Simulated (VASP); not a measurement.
Input of a VASP 6.6.1 run:

INCAR

```
SYSTEM = Mg2BeS3
ALGO = Normal
EDIFF = 1E-7
EDIFFG = -0.04
ENCUT = 600
GGA = PE
GGA_COMPAT = .FALSE.
IBRION = 2
ISIF = 3
ISMEAR = 0
LASPH = .TRUE.
LCHARG = .FALSE.
LREAL = .FALSE.
LWAVE = .FALSE.
NELM = 120
NELMIN = 4
NSW = 90
PREC = Accurate
SIGMA = 0.1
```

Contents of KPOINTS:

```
k-points
0
G
  6 6 2
  0 0 0
```

The input POSCAR:

```
Mg2BeS3
1.0
    3.6094375900      0.0000000000      0.0000000000
    0.0000000000      3.6094375900      0.0000000000
    0.0000000000      0.0000000000      7.8425993200
Mg Be S
2 1 3
Direct
    0.5000000000      0.0000000000      0.2626059900
    0.0000000000      0.5000000000      0.7373940100
    0.0000000000      0.0000000000      0.0000000000
    0.5000000000      0.0000000000      0.6250519800
    0.0000000000      0.5000000000      0.3749480200
    0.5000000000      0.5000000000      0.0000000000
```

Potentials or basis: VASP PAW PBE potentials, release 64 (Mg, Be, S).

Run with:

```bash
$ cat potpaw_PBE.64/Mg/POTCAR potpaw_PBE.64/Be/POTCAR potpaw_PBE.64/S/POTCAR > POTCAR
$ mpirun -np 1 vasp_std > vasp.out
```

What does it give for the relaxed cell?

a = 3.416 Å, b = 3.416 Å, c = 11.410 Å, α = 90.00°, β = 90.00°, γ = 90.00°.

Estimate the space group after relaxing (to 0.1 Å).

P-4m2 (No. 115).

Forces on the atoms (eV/Å):
```
Mg   0.000  0.000 -0.012
Mg   0.000  0.000  0.012
Be   0.000  0.000  0.000
S    0.000  0.000 -0.034
S    0.000  0.000  0.034
S    0.000  0.000  0.000
```
